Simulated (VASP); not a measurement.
Ag, 1 atom in the cell. The structure is cubic, space group Fm-3m (No. 225). Conventional cell: a = 4.054 Å, b = 4.054 Å, c = 4.054 Å, α = 90.00°, β = 90.00°, γ = 90.00°. Ag (site symmetry m-3m) has 12 Ag at 2.87 Å within 3.8 Å. 

```yaml
Program: VASP 6.6.1
Task: single point
Functional: PBEsol
Potentials_or_basis: VASP PAW PBE potentials, release 64 (Ag)
Cutoff: 520 eV
k_mesh: 16 × 16 × 16
Occupations: fermi-dirac, width 0.1 eV
Spin: no spin polarisation
Dipole_correction: no
Further_INCAR_settings: ALGO = Normal; EDIFF = 1e-06; NBANDS = 12
```

Potentials or basis: VASP PAW PBE potentials, release 64 (Ag).

The run is started by

```console
$ cat potpaw_PBE.64/Ag/POTCAR > POTCAR
$ mpirun -np 1 vasp_std > vasp.out
```

Hardware: 1 thread of Intel(R) Xeon(R) Platinum 8259CL CPU @ 2.50GHz (Skylake/Cascade Lake), with other jobs on the host.

Q: How long does it take, and how much memory?

A: Run time: 22 s on 1 thread of Intel(R) Xeon(R) Platinum 8259CL CPU @ 2.50GHz (Skylake/Cascade Lake), on a shared host, peak memory 0.16 GiB. Counts: scf iterations 11, k points 145.
